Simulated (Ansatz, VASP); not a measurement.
## Two plane-wave programs on As

The input POSCAR:

```
As
1.0
    1.8797494575      1.0852738553      3.4857700000
   -1.8797494575      1.0852738553      3.4857700000
    0.0000000000     -2.1705477106      3.4857700000
As
2
Direct
    0.2275400000      0.2275400000      0.2275400000
    0.7724600000      0.7724600000      0.7724600000
```

INCAR.step1

```
ALGO = Normal ; EDIFF = 1E-4
ENCUT = 520 ; GGA = PE
ISMEAR = 0 ; LASPH = T
LCHARG = F ; LREAL = F
LWAVE = T ; NBANDS = 12
NELM = 60 ; PREC = Accurate
SIGMA = 0.15
```

Contents of INCAR.step2:

```
ALGO = Normal ; EDIFF = 1E-7
ENCUT = 520 ; ISIF = 2
ISMEAR = 0 ; ISTART = 1
LASPH = T ; LCHARG = F
LMIXTAU = T ; LREAL = F
LWAVE = F ; METAGGA = R2SCAN
NBANDS = 12 ; NELM = 60
PREC = Accurate ; SIGMA = 0.15
```

The input KPOINTS:

```
k-points
0
Gamma
  15 15 15
```

Input for Ansatz:

```yaml
crystal:
  lattice:
    - [1.8797494575, 1.0852738553, 3.48577]
    - [-1.8797494575, 1.0852738553, 3.48577]
    - [0.0, -2.1705477106, 3.48577]
  atoms:
    - { symbol: As, position: [0.22754, 0.22754, 0.22754] }
    - { symbol: As, position: [0.77246, 0.77246, 0.77246] }
basis:
  ecutwfc: 500
kpoints:
  mp_grid: { grid: [15, 15, 15] }
hamiltonian:
  xc: r2scan
scf:
  occupations: { method: gaussian, width: 0.15 }
output:
  forces: true
  stress: true
  eigenvalues: true
```

Alike in both runs: task single point; functional r2SCAN; k mesh 15 × 15 × 15; occupations gaussian, width 0.15 eV; no spin polarisation.

```csv
,VASP,Ansatz
version,VASP 6.6.1,Ansatz 0.2.0
potentials or method,"VASP PAW PBE potentials, release 64 (As), cutoff 520 eV","scalar-relativistic, plane waves, PAW"
valence electrons in the cell,10,30
```

|  | VASP | Ansatz | Ansatz less VASP |
| --- | --- | --- | --- |
| gap on the k mesh at the Fermi level (eV) | none | none | - |
| pressure (GPa) | 1.8 | 1.7 | -0.09 |
| traceless stress, the component that is largest in VASP (GPa) | 0.03 | 0.06 | +0.035 |
| rms of the force components (eV/Å) | 0.008 | 0.031 | +0.0229 |

VASP's potentials were made for PBE, not for r2SCAN. Atom by atom the forces differ by 0.023 eV/Å (rms over components). A gap of «none» marks a metal or a gap that the smearing closes. The functional is the same, so the differences come from potentials, cutoffs and numerics. VASP's potentials hold 10 valence electrons a cell and Ansatz's 30, so a difference there can come from the potentials and not from the codes.
